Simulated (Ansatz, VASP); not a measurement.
## One calculation of RbBr, two programs

Contents of INCAR:

```
SYSTEM = RbBr
PREC     = Accurate       ! precision mode
ENCUT    = 520            ! plane-wave cutoff, eV
EDIFF    = 1E-8           ! SCF threshold, eV
ISMEAR   = -1             ! smearing method
SIGMA    = 0.02           ! smearing width, eV
LREAL    = .False.        ! projectors in reciprocal space
LASPH    = .True.         ! aspherical terms in the spheres
NELM     = 60             ! most SCF steps
ALGO     = Normal         ! electronic algorithm
ISIF     = 2              ! what is computed and relaxed
LWAVE    = .False.        ! write WAVECAR
LCHARG   = .False.        ! write CHGCAR
LEFG     = .True.       
NBANDS   = 15             ! bands
```

KPOINTS

```
Automatic mesh
0
Gamma
  6 6 6
  0 0 0
```

File POSCAR:

```
RbBr
1.0
    0.0000000000      3.4275000000      3.4275000000
    3.4275000000      0.0000000000      3.4275000000
    3.4275000000      3.4275000000      0.0000000000
Rb Br
1 1
Direct
    0.0000000000      0.0000000000      0.0000000000
    0.5000000000      0.5000000000      0.5000000000
```

Input for Ansatz:

```yaml
crystal:
  lattice:
    - [0.0, 3.4275, 3.4275]
    - [3.4275, 0.0, 3.4275]
    - [3.4275, 3.4275, 0.0]
  atoms:
    - { symbol: Rb, position: [0.0, 0.0, 0.0] }
    - { symbol: Br, position: [0.5, 0.5, 0.5] }
kpoints:
  mp_grid: { grid: [6, 6, 6] }
  band_path:
    path:
      - [0.0, 0.0, 0.0]
      - [0.5, 0.0, 0.5]
      - [0.625, 0.25, 0.625]
      - [0.375, 0.375, 0.75]
      - [0.0, 0.0, 0.0]
      - [0.5, 0.5, 0.5]
      - [0.5, 0.25, 0.75]
      - [0.5, 0.0, 0.5]
    npoints: 5
scf:
  occupations: { method: fermi_dirac, width: 0.02 }
hamiltonian:
  xc: lda
  pseudopotentials: { kind: paw }
output:
  forces: true
  stress: true
  eigenvalues: true
  efg: { contact_densities: true }
```

Alike in both runs: task electric field gradients; functional LDA; k mesh 6 × 6 × 6; occupations fermi-dirac, width 0.02 eV; no spin polarisation.

|  | VASP | Ansatz |
| --- | --- | --- |
| version | VASP 6.6.1 | Ansatz 0.2.0 |
| potentials or method | VASP PAW LDA potentials, release 64 (Rb_sv, Br) | PAW with Ansatz's default frozen-core files, scalar-relativistic |
| plane-wave cutoff (eV) | 520 | 420 |
| valence electrons in the cell | 16 | 16 |

```csv
,VASP,Ansatz,Ansatz less VASP
gap on the k mesh at the Fermi level (eV),3.96,3.95,-0.010
pressure (GPa),-1.2,-1.2,-0.04
```

LDA's correlation is that of Perdew and Zunger in VASP and of Perdew and Wang (1992) in Ansatz.
